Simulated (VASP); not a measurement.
Set up this calculation in VASP 6.6.1, as the native input.

```
Task                   : single point
Functional             : revPBE
Dispersion             : D4
Potentials or basis    : VASP PAW PBE potentials, release 64 (Nb_sv)
Cutoff                 : 520 eV
k mesh                 : 12 × 12 × 12
Occupations            : fermi-dirac, width 0.2 eV
Spin                   : no spin polarisation
Dipole correction      : no
Further INCAR settings : ALGO = Normal; EDIFF = 1e-06; NBANDS = 12
```

The structure of Nb lies in POSCAR:

```
Nb
1.0
   -1.6338266177      1.6338266177      1.6338266177
    1.6338266177     -1.6338266177      1.6338266177
    1.6338266177      1.6338266177     -1.6338266177
Nb
1
Direct
    0.0000000000      0.0000000000      0.0000000000
```

One way to write it, as run:

INCAR

```
SYSTEM = Nb
ALGO = Normal
EDIFF = 1E-6
ENCUT = 520
GGA = RE
ISIF = 2
ISMEAR = -1
IVDW = 13
LASPH = .True.
LCHARG = .True.
LELF = .True.
LREAL = .False.
LVHAR = .True.
LWAVE = .False.
NBANDS = 12
NELM = 60
PREC = Accurate
SIGMA = 0.2
```

KPOINTS

```
k-points
0
Gamma
  12 12 12
  0 0 0
```

Potentials or basis: VASP PAW PBE potentials, release 64 (Nb_sv).

Command:

```bash
$ cat potpaw_PBE.64/Nb_sv/POTCAR > POTCAR
$ mpirun -np 1 vasp_std > vasp.out
```

It gave:

The pressure is 4.8 GPa and the dispersion energy per atom is -0.512 eV.

Caveat: the PAW data sets were made with another functional, which shifts forces and pressure a little; pairwise dispersion overbinds metals, which lowers pressure and volume.

Wall time 10 s on 1 thread of AMD EPYC 9R45 96-Core Processor (Zen 5) (shared host), peak memory 0.12 GiB.
